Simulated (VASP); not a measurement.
# C (Fd-3m) in VASP: notebook, part 2 of 2

VASP 6.6.1. Earlier steps stand in the parts before.

### Step 3. Single point, r2SCAN (strain -0.015 along x and y, -0.015 along z)

POSCAR reads:

```
C
1.0
    0.0000000000      1.7566490000      1.7566490000
    1.7566490000      0.0000000000      1.7566490000
    1.7566490000      1.7566490000      0.0000000000
C
2
Direct
    0.5000000000      0.5000000000      0.5000000000
    0.7500000000      0.7500000000      0.7500000000
```

INCAR.step1 reads:

```
  ALGO = Normal
  EDIFF = 1E-4
  ENCUT = 520
  GGA = PE
  ISMEAR = 0
  LASPH = True
  LCHARG = False
  LREAL = False
  LWAVE = True
  NBANDS = 11
  NELM = 60
  PREC = Accurate
  SIGMA = 0.05
```

INCAR.step2 reads:

```
  ALGO = Normal
  EDIFF = 1E-6
  ENCUT = 520
  ISIF = 2
  ISMEAR = 0
  ISTART = 1
  LASPH = True
  LCHARG = True
  LELF = True
  LMIXTAU = True
  LREAL = False
  LVHAR = True
  LWAVE = False
  METAGGA = R2SCAN
  NBANDS = 11
  NELM = 60
  PREC = Accurate
  SIGMA = 0.05
```

KPOINTS reads:

```
k-points
0
Gamma
  12 12 12
```

Potentials or basis: VASP PAW PBE potentials, release 64 (C).

Launch:

```
cat potpaw_PBE.64/C/POTCAR > POTCAR
cp INCAR.step1 INCAR
mpirun -np 1 vasp_std > vasp.out
cp INCAR.step2 INCAR
mpirun -np 1 vasp_std > vasp.out
```

OUTCAR:

```text
EDIFF = 1E-6
   ENCUT = 520
   ISIF = 2
   ISMEAR = 0
   ISTART = 1
   LASPH = True
   LREAL = False
   METAGGA = R2SCAN
   NELM = 60
   PREC = Accurate

 ion  position               nearest neighbor table
   1  0.500  0.500  0.500-   2 1.52   2 1.52   2 1.52   2 1.52
   2  0.750  0.750  0.750-   1 1.52   1 1.52   1 1.52   1 1.52

  LATTYP: Found a face centered cubic cell.
 ALAT       =     3.5132980000

  Lattice vectors:

 A1 = (   0.0000000000,   1.7566490000,   1.7566490000)
[... 515 lines left out ...]
      6      21.4458      0.00000
      7      22.7138      0.00000
      8      27.3424      0.00000
      9      31.5041      0.00000
     10      36.1855      0.00000
     11      37.3078      0.00000

 [... further k-points ...]
[... 5 lines left out ...]
  --------------------------------------------------------------------------------------
  -------------------------------------------------------------------------------------
  Total        1.3949098      1.3949098      1.3949098     -0.0000000     -0.0000000      0.0000000
  in kB      206.1444942    206.1444942    206.1444942     -0.0000000     -0.0000000      0.0000000
  external PRESSURE =     206.1444942 kB  Pullay stress =       0.0000000 kB

 VOLUME and BASIS-vectors are now :
 -----------------------------------------------------------------------------
  energy-cutoff  :      520.00
  volume of cell :       10.84
      direct lattice vectors                 reciprocal lattice vectors
     0.000000000  1.756649000  1.756649000    -0.284632844  0.284632844  0.284632844
     1.756649000  0.000000000  1.756649000     0.284632844 -0.284632844  0.284632844
     1.756649000  1.756649000  0.000000000     0.284632844  0.284632844 -0.284632844

 POSITION                                       TOTAL-FORCE (eV/Angst)
 -----------------------------------------------------------------------------------
      1.75665      1.75665      1.75665         0.000000      0.000000      0.000000
      2.63497      2.63497      2.63497        -0.000000     -0.000000     -0.000000
 -----------------------------------------------------------------------------------
    total drift:                                0.000000     -0.000000      0.000000

  FREE ENERGIE OF THE ION-ELECTRON SYSTEM (eV)
  ---------------------------------------------------
  free  energy   TOTEN  =       -19.6272130448 eV

  energy  without entropy=      -19.6272130448  energy(sigma->0) =      -19.62721304
```

OUTCAR.step1:

```text
EDIFF = 1E-4
   ENCUT = 520
   GGA = PE
   ISMEAR = 0
   LASPH = True
[... 558 lines left out ...]
 -----------------------------------------------------------------------------------
      1.75665      1.75665      1.75665         0.000000      0.000000     -0.000000
      2.63497      2.63497      2.63497        -0.000000     -0.000000      0.000000
 -----------------------------------------------------------------------------------
    total drift:                                0.000000     -0.000000      0.000000

  FREE ENERGIE OF THE ION-ELECTRON SYSTEM (eV)
  ---------------------------------------------------
  free  energy   TOTEN  =       -18.1437534707 eV

  energy  without entropy=      -18.1437534707  energy(sigma->0) =      -18.14375347
```

It took 78 s on 1 thread of AMD EPYC 7R13, shared host; peak memory 0.09 GiB.

What came out:

```yaml
Free_energy: -19.6272 eV
Pressure: 20.6 GPa
Band_gap_on_the_k_mesh: 4.45 eV, indirect (least direct gap 5.96 eV)
```

Caveat: the cell differs from its parent crystal (strain -0.015 along x and y, -0.015 along z); the PAW data sets were made with another functional, which shifts forces and pressure a little.

### Step 4. Single point, r2SCAN (strain +0.015 along x and y, +0.015 along z)

POSCAR reads:

```
C
1.0
    0.0000000000      1.8101510000      1.8101510000
    1.8101510000      0.0000000000      1.8101510000
    1.8101510000      1.8101510000      0.0000000000
C
2
Direct
    0.5000000000      0.5000000000      0.5000000000
    0.7500000000      0.7500000000      0.7500000000
```

INCAR.step1 reads:

```
PREC = Accurate ; ENCUT = 520
ISMEAR = 0 ; SIGMA = 0.05
LREAL = False ; LASPH = True
NELM = 60 ; NBANDS = 11
GGA = PE ; ALGO = Normal
EDIFF = 1E-4 ; LWAVE = True
LCHARG = False
```

INCAR.step2 reads:

```
PREC = Accurate ; ENCUT = 520
EDIFF = 1E-6 ; ISMEAR = 0
SIGMA = 0.05 ; LREAL = False
LASPH = True ; NELM = 60
ALGO = Normal ; ISIF = 2
LWAVE = False ; LCHARG = False
METAGGA = R2SCAN ; LMIXTAU = True
NBANDS = 11 ; ISTART = 1
```

KPOINTS reads:

```
regular mesh
0
Gamma
  12 12 12
```

Launch:

```
cat potpaw_PBE.64/C/POTCAR > POTCAR
cp INCAR.step1 INCAR
mpirun -np 1 vasp_std > vasp.out
cp INCAR.step2 INCAR
mpirun -np 1 vasp_std > vasp.out
```

It took 95 s on 1 thread of AMD EPYC 7R13, shared host; peak memory 0.09 GiB.

The run converged. Its results:

| Property | Result |
| --- | --- |
| Free energy | -19.6232 eV |
| Pressure | -19.7 GPa |
| Band gap on the k mesh | 4.24 eV, indirect (least direct gap 5.71 eV) |

Levels at points of the mesh, in eV from the valence-band top:
```csv
k point,band 2,band 3,band 4,band 5,band 6,band 7
"(0.00, 0.00, 0.00)",0.00,0.00,0.00,5.71,5.71,5.71
"(0.50, 0.00, 0.00)",-13.55,-2.86,-2.86,8.51,8.68,8.68
"(0.50, 0.50, 0.00)",-13.27,-6.38,-6.38,4.90,4.90,17.17
```

Caveat: the cell differs from its parent crystal (strain +0.015 along x and y, +0.015 along z); the PAW data sets were made with another functional, which shifts forces and pressure a little. A k mesh can miss the band edges.

### Step 5. Summary

| cell | gap on the mesh (eV) | pressure (GPa) |
| --- | --- | --- |
| a = 2.446 Å, angles 60.0°, 2 atoms | 4.56 | 46.8 |
| a = 2.484 Å, angles 60.0°, 2 atoms | 4.45 | 20.6 |
| a = 2.560 Å, angles 60.0°, 2 atoms | 4.24 | -19.7 |

Alike in all rows: task single point; level r2SCAN; potentials or basis VASP PAW PBE potentials, release 64 (C); no spin polarisation; k mesh 12 × 12 × 12; cutoff (eV) 520; smearing gaussian 0.05 eV.

Caveats: the PAW data sets were made with another functional, which shifts forces and pressure a little.

Absolute energies hang on the potentials; compare differences alone.
